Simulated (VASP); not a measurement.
# CsH (I4mm) in VASP: a series of runs, part 3 of 3

VASP 6.6.1.

## Step 5: Single point, r2SCAN (all Cs atoms moved +0.025 Å, as atom 1 along Cartesian [0 1 0])

POSCAR

```
CsH
1.0
    0.0000000000      3.1880000000      3.1880000000
    3.1880000000      0.0000000000      3.1880000000
    3.1880000000      3.1880000000      0.0000000000
Cs H
1 1
Direct
    0.0039209536     -0.0039209536      0.0039209536
    0.5000000000      0.5000000000      0.5000000000
```

INCAR.step1

```
SYSTEM = CsH
PREC = Accurate
ENCUT = 520
ISMEAR = 0
SIGMA = 0.05
LREAL = .False.
LASPH = .True.
NELM = 100
NBANDS = 12
GGA = PE
ALGO = Normal
EDIFF = 1E-4
LWAVE = .True.
LCHARG = .False.
```

INCAR.step2

```
SYSTEM = CsH
PREC = Accurate
ENCUT = 520
EDIFF = 1E-6
ISMEAR = 0
SIGMA = 0.05
LREAL = .False.
LASPH = .True.
NELM = 100
ALGO = Normal
ISIF = 2
LWAVE = .False.
LCHARG = .False.
METAGGA = R2SCAN
LMIXTAU = .True.
NBANDS = 12
ISTART = 1
```

KPOINTS

```
regular mesh
0
Gamma
  6 6 6
  0 0 0
```

Potentials or basis: VASP PAW PBE potentials, release 64 (Cs_sv, H).

Launch:

```sh
$ cat potpaw_PBE.64/Cs_sv/POTCAR potpaw_PBE.64/H/POTCAR > POTCAR
$ cp INCAR.step1 INCAR
$ mpirun -np 1 vasp_std > vasp.out
$ cp INCAR.step2 INCAR
$ mpirun -np 1 vasp_std > vasp.out
```

OUTCAR:

```text
SYSTEM = CsH
   PREC = Accurate
   ENCUT = 520
   EDIFF = 1E-6
   ISMEAR = 0
   LREAL = .False.
   LASPH = .True.
   NELM = 100
   ISIF = 2
   METAGGA = R2SCAN
   ISTART = 1

 ion  position               nearest neighbor table
   1  0.004  0.996  0.004-
   2  0.500  0.500  0.500-

  LATTYP: Found a face centered cubic cell.
 ALAT       =     6.3760000000

  Lattice vectors:

 A1 = (   0.0000000000,   3.1880000000,   3.1880000000)
 A2 = (   3.1880000000,   0.0000000000,   3.1880000000)
 A3 = (   3.1880000000,   3.1880000000,   0.0000000000)

Analysis of symmetry for initial positions (statically):
=====================================================================
 Subroutine PRICEL returns:
 Original cell was already a primitive cell.

 Routine SETGRP: Setting up the symmetry group for a
 face centered cubic supercell.

 Subroutine GETGRP returns: Found  8 space group operations
 (whereof  8 operations were pure point group operations)
 out of a pool of 48 trial point group operations.

The static configuration has the point symmetry C_4v.

Analysis of symmetry for dynamics (positions and initial velocities):
=====================================================================
 Subroutine PRICEL returns:
 Original cell was already a primitive cell.

 Routine SETGRP: Setting up the symmetry group for a
 face centered cubic supercell.

 Subroutine GETGRP returns: Found  8 space group operations
 (whereof  8 operations were pure point group operations)
 out of a pool of 48 trial point group operations.

The dynamic configuration has the point symmetry C_4v.

 Subroutine INISYM returns: Found  8 space group operations
 (whereof  8 operations are pure point group operations),
 and found     1 'primitive' translations

----------------------------------------------------------------------------------------

                                     Primitive cell

  volume of cell :      64.8015

  direct lattice vectors                    reciprocal lattice vectors
     0.000000000  3.188000000  3.188000000    -0.156838143  0.156838143  0.156838143
     3.188000000  0.000000000  3.188000000     0.156838143 -0.156838143  0.156838143
     3.188000000  3.188000000  0.000000000     0.156838143  0.156838143 -0.156838143

  length of vectors
     4.508512837  4.508512837  4.508512837     0.271651632  0.271651632  0.271651632

  position of ions in fractional coordinates (direct lattice)
     0.003920954  0.996079046  0.003920954
     0.500000000  0.500000000  0.500000000

  ion indices of the primitive-cell ions
   primitive index   ion index
                 1           1
                 2           2

----------------------------------------------------------------------------------------

 KPOINTS: regular mesh

Automatic generation of k-mesh.
 Grid dimensions read from file:
 generate k-points for:    6    6    6

 Generating k-lattice:

  Cartesian coordinates                     Fractional coordinates (reciprocal lattice)
    -0.026139691  0.026139691  0.026139691     0.166666667  0.000000000  0.000000000
     0.026139691 -0.026139691  0.026139691     0.000000000  0.166666667  0.000000000
     0.026139691  0.026139691 -0.026139691     0.000000000  0.000000000  0.166666667

  Length of vectors
     0.045275272  0.045275272  0.045275272

  Shift w.r.t. Gamma in fractional coordinates (k-lattice)
     0.000000000  0.000000000  0.000000000

 Subroutine IBZKPT returns following result:
 ===========================================

 Found     30 irreducible k-points:

 Following reciprocal coordinates:
            Coordinates               Weight
  0.000000  0.000000  0.000000      1.000000
  0.166667  0.000000  0.000000      8.000000
  0.333333  0.000000  0.000000      8.000000
  0.500000  0.000000  0.000000      4.000000
  0.166667  0.166667  0.000000      4.000000
  0.166667  0.000000  0.166667      2.000000
[... 16 lines left out ...]
  0.500000  0.333333  0.166667      8.000000
  0.166667  0.500000  0.333333      8.000000
 [... further k-points ...]
   k-points           NKPTS =     30   k-points in BZ     NKDIM =     30   number of bands    NBANDS=     12
   number of dos      NEDOS =    301   number of ions     NIONS =      2
   total plane-waves  NPLWV =  46656
   dimension x,y,z NGX =    36 NGY =   36 NGZ =   36
   dimension x,y,z NGXF=    72 NGYF=   72 NGZF=   72
   ions per type =               1   1
   NGX,Y,Z   is equivalent  to a cutoff of  13.27, 13.27, 13.27 a.u.
   NGXF,Y,Z  is equivalent  to a cutoff of  26.55, 26.55, 26.55 a.u.
 SYSTEM =  CsH
   PREC   = accura    normal or accurate (medium, high low for compatibility)
   ISTART =      1    job   : 0-new  1-cont  2-samecut
   ICHARG =      0    charge: 1-file 2-atom 10-const
   ISPIN  =      1    spin polarized calculation?
   LNONCOLLINEAR =      F non collinear calculations
   LSORBIT =      F    spin-orbit coupling
   LASPH  =      T    aspherical Exc in radial PAW
   ENCUT  =  520.0 eV  38.22 Ry    6.18 a.u.   8.38  8.38  8.38*2*pi/ulx,y,z
   NELM   =    100;   NELMIN=  2; NELMDL=  0     # of ELM steps
   EDIFF  = 0.1E-05   stopping-criterion for ELM
   LREAL  =      F    real-space projection
   EDIFFG = 0.1E-04   stopping-criterion for IOM
   NSW    =      0    number of steps for IOM
   IBRION =     -1    ionic relax: 0-MD 1-quasi-New 2-CG
   NFREE  =      0    steps in history (QN), initial steepest desc. (CG)
   ISIF   =      2    stress and relaxation
   ISYM   =      2    0-nonsym 1-usesym 2-fastsym
   POTIM  = 0.5000    time-step for ionic-motion
   TEBEG  =    0.0;   TEEND  =   0.0 temperature during run
   PSTRESS=    0.0 pullay stress
   NELECT =      10.0000    total number of electrons
   NUPDOWN=      -1.0000    fix difference up-down
   EMIN   =  10.00;   EMAX   =-10.00  energy-range for DOS
   EFERMI =   0.00;   METHOD = LEGACY
   ISMEAR =     0;   SIGMA  =   0.05  broadening in eV -4-tet -1-fermi 0-gaus
   EFERMI_NEDOS =   21; number of points for ismear=-14 and -15
   IALGO  =     38    algorithm
   IMIX   =      4    mixing-type and parameters
     AMIX     =   0.40;   BMIX     =  1.00
     AMIX_MAG =   1.60;   BMIX_MAG =  1.00
  volume/ion in A,a.u.               =      32.40       218.65
  Fermi-wavevector in a.u.,A,eV,Ry     =   0.878105  1.659378 10.491026  0.771069
  Thomas-Fermi vector in A             =   1.998146
   LORBIT       =      0    0 simple, 1 ext, 2 COOP (PROOUT), +10 PAW based schemes
   METAGGA = R2SCAN    functional components
   LHFCALC =     F    Hartree Fock is set to
   AEXX    =    0.0000 exact exchange contribution
   IVDW    =     0    specifies the selected vdW correction
   LEPSILON=     F    determine dielectric tensor
   LRPA    =     F    only Hartree local field effects (RPA)
 non-spin polarized calculation
 Gauss-broadening in eV      SIGMA  =   0.05
  energy-cutoff  :      520.00
  volume of cell :       64.80
 maximum number of plane-waves:      1807
 NGX is ok and might be reduce to    36
   NGX = 17   NGY = 17   NGZ = 17

 number of electron      10.0000000 magnetization

 Free energy of the ion-electron system (eV)
  ---------------------------------------------------
  ext. energy  EPLUGINS =         0.00000000
  ---------------------------------------------------
  free energy    TOTEN  =       -28.98857073 eV

  energy without entropy =      -28.98857073  energy(sigma->0) =      -28.98857073

 E-fermi :   0.1063     XC(G=0):  -7.5574

 val. band max:       -0.1128762290   @ k =   0.5000   0.0000   0.0000
 cond. band min:       2.5506078153   @ k =   0.5000   0.0000   0.0000
 fundamental gap:      2.6634840444
 Fermi energy:         0.1062714271

 k-point     1 :       0.0000    0.0000    0.0000
  band No.  band energies     occupation
      1     -22.1858      2.00000
      2      -8.2711      2.00000
      3      -8.2711      2.00000
      4      -8.2710      2.00000
      5      -1.7624      2.00000
      6       5.5766      0.00000
      7       5.5767      0.00000
      8       5.5768      0.00000
      9       6.2217      0.00000
     10       7.4856      0.00000
     11       7.4860      0.00000
     12       9.1221      0.00000
[... 331 lines left out ...]
 k-point    24 :       0.1667    0.5000    0.3333
  band No.  band energies     occupation
      1     -22.0986      2.00000
      2      -8.8822      2.00000
      3      -8.5805      2.00000
      4      -8.4378      2.00000
      5      -0.7282      2.00000
      6       4.1026      0.00000
      7       4.1185      0.00000
      8       6.1799      0.00000
      9       7.3428      0.00000
     10       8.3070      0.00000
     11       9.3264      0.00000
     12      10.5971      0.00000

 [... further k-points ...]
[... 5 lines left out ...]
  --------------------------------------------------------------------------------------
  -------------------------------------------------------------------------------------
  Total        0.0180836      0.0209575      0.0180836     -0.0000000      0.0000000      0.0000000
  in kB        0.4471058      0.5181618      0.4471058     -0.0000000      0.0000000      0.0000000
  external PRESSURE =       0.4707911 kB  Pullay stress =       0.0000000 kB

 VOLUME and BASIS-vectors are now :
 -----------------------------------------------------------------------------
  energy-cutoff  :      520.00
  volume of cell :       64.80
      direct lattice vectors                 reciprocal lattice vectors
     0.000000000  3.188000000  3.188000000    -0.156838143  0.156838143  0.156838143
     3.188000000  0.000000000  3.188000000     0.156838143 -0.156838143  0.156838143
     3.188000000  3.188000000  0.000000000     0.156838143  0.156838143 -0.156838143

 POSITION                                       TOTAL-FORCE (eV/Angst)
 -----------------------------------------------------------------------------------
      3.18800      0.02500      3.18800         0.000000     -0.015143      0.000000
      3.18800      3.18800      3.18800         0.000000      0.015143      0.000000
 -----------------------------------------------------------------------------------
    total drift:                               -0.000000      0.000059     -0.000000

  FREE ENERGIE OF THE ION-ELECTRON SYSTEM (eV)
  ---------------------------------------------------
  free  energy   TOTEN  =       -28.9885707299 eV

  energy  without entropy=      -28.9885707299  energy(sigma->0) =      -28.98857073
```

OUTCAR.step1:

```text
SYSTEM = CsH
   PREC = Accurate
   ENCUT = 520
   ISMEAR = 0
   LREAL = .False.
   LASPH = .True.
[... 582 lines left out ...]
      3.18800      0.02500      3.18800         0.000000     -0.012770      0.000000
      3.18800      3.18800      3.18800         0.000000      0.012770      0.000000
 -----------------------------------------------------------------------------------
    total drift:                                0.000000      0.000179      0.000000

  FREE ENERGIE OF THE ION-ELECTRON SYSTEM (eV)
  ---------------------------------------------------
  free  energy   TOTEN  =        -4.5494273254 eV

  energy  without entropy=       -4.5494273254  energy(sigma->0) =       -4.54942733
```

OSZICAR.step1:

```text
N       E                     dE             d eps       ncg     rms          rms(c)
DAV:   1     0.448864640481E+02    0.44886E+02   -0.38167E+03   720   0.663E+02
DAV:   2    -0.163805272654E+01   -0.46525E+02   -0.43860E+02   936   0.112E+02
DAV:   3    -0.535758405287E+01   -0.37195E+01   -0.37123E+01   916   0.352E+01
DAV:   4    -0.539036643913E+01   -0.32782E-01   -0.32780E-01   844   0.375E+00
DAV:   5    -0.539049107196E+01   -0.12463E-03   -0.12463E-03   916   0.234E-01    0.379E+00
DAV:   6    -0.467092070949E+01    0.71957E+00   -0.58847E-01   820   0.288E+00    0.159E+00
DAV:   7    -0.452695179023E+01    0.14397E+00   -0.63659E-01   812   0.273E+00    0.678E-01
DAV:   8    -0.455923535386E+01   -0.32284E-01   -0.80240E-02   792   0.117E+00    0.460E-01
DAV:   9    -0.454902285022E+01    0.10213E-01   -0.19184E-02   836   0.591E-01    0.383E-02
DAV:  10    -0.454933136092E+01   -0.30851E-03   -0.29238E-03   768   0.208E-01    0.284E-02
DAV:  11    -0.454946345806E+01   -0.13210E-03   -0.35267E-04   788   0.862E-02    0.312E-02
DAV:  12    -0.454942732543E+01    0.36133E-04   -0.10497E-04   760   0.481E-02
   1 F= -.45494273E+01 E0= -.45494273E+01  d E =-.593559E-15
```

Wall time 39 s (1 thread of Intel Xeon 6975P-C (Granite Rapids), shared host); peak memory 0.22 GiB.

Results:

| Property | Result |
| --- | --- |
| Free energy | -28.9886 eV |
| Pressure | 0.0 GPa |
| Largest force | 0.015 eV/Å |
| Band gap on the k mesh | 2.66 eV, direct |

Forces on the atoms (eV/Å):
```
Cs   0.000 -0.015  0.000
H    0.000  0.015  0.000
```

Levels at points of the mesh, in eV from the valence-band top:
```csv
k point,band 1,band 2,band 3,band 4,band 5,band 6,band 7,band 8,band 9,band 10
"(0.00, 0.00, 0.00)",-22.07,-8.16,-8.16,-8.16,-1.65,5.69,5.69,5.69,6.33,7.60
"(0.50, 0.00, 0.00)",-21.99,-9.00,-8.25,-8.25,0.00,2.66,5.25,5.25,7.79,8.88
"(0.50, 0.50, 0.00)",-21.97,-8.87,-8.43,-8.43,-1.15,3.50,6.08,8.62,8.98,9.00
"(0.50, 0.00, 0.50)",-21.97,-8.87,-8.43,-8.43,-1.15,3.50,6.08,8.64,8.98,8.98
```

Caveat: the cell differs from its parent crystal (all Cs atoms moved +0.025 Å, as atom 1 along Cartesian [0 1 0]); the PAW data sets were made with another functional, which shifts forces and pressure a little; spin-orbit coupling is left out, which moves the levels of the heavy elements. A k mesh can miss the band edges.
